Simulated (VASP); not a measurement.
# MoPt: single point with PBE

System: MoPt, a sheet with vacuum.

```
CELL_PARAMETERS angstrom
3.53170 0.00000 0.00000
0.00000 3.53170 0.00000
0.00000 0.00000 23.80000
ATOMIC_POSITIONS crystal
Mo 0.50000 0.50000 0.29412
Pt 0.00000 0.00000 0.29412
```

The cell was built from a structure type or drawn by symmetry, and may not be a known phase.

| Property | Result |
| --- | --- |
| Program | VASP 6.6.1 |
| Task | single point |
| Functional | PBE |
| Potentials or basis | VASP PAW PBE potentials, release 64 (Mo_sv, Pt) |
| Cutoff | 520 eV |
| k mesh | 6 × 6 × 1 |
| Occupations | gaussian, width 0.1 eV |
| Spin | collinear spin |
| Starting moments | [1.0, 0.0] μB |
| Dipole correction | yes |
| Further INCAR settings | ALGO = Normal; EDIFF = 1e-07; NBANDS = 23 |

| Quantity | Value |
| --- | --- |
| Net moment | 1.33 μB per cell |
| Site moments | Mo +1.06; Pt +0.02 μB |
| Valence electrons inside the program's atomic spheres | Mo 12.32; Pt 9.42 |

Levels at points of the mesh, in eV from the Fermi level:
Spin up:
```csv
k point,band 9,band 10,band 11,band 12,band 13,band 14,band 15,band 16
"(0.00, 0.00, 0.00)",-3.42,-3.07,0.03,0.62,0.97,0.97,2.06,4.55
"(0.50, 0.00, 0.00)",-2.72,-2.59,-1.73,-1.48,-1.38,-0.81,-0.17,1.36
"(0.50, 0.50, 0.00)",-2.70,-1.85,-0.24,0.55,1.24,1.24,1.73,1.73
```
Spin down:
```
           k point  band 7  band 8  band 9  band 10  band 11  band 12  band 13  band 14  band 15  band 16
(0.00, 0.00, 0.00)   -6.03   -3.31   -3.31    -2.75     0.93     1.50     1.55     1.55     2.51     4.88
(0.50, 0.00, 0.00)   -3.45   -2.73   -2.67    -2.53    -1.43    -1.20    -1.01     0.51     0.92     1.96
(0.50, 0.50, 0.00)   -4.33   -4.33   -2.67    -1.78     1.23     1.61     1.74     1.74     1.85     1.85
```

Run time: 2.2 min on 1 thread of AMD EPYC 9R45 96-Core Processor (Zen 5), with other jobs on the host, peak memory 0.51 GiB.

Caveat: spin-orbit coupling is left out, which moves the levels of the heavy elements.
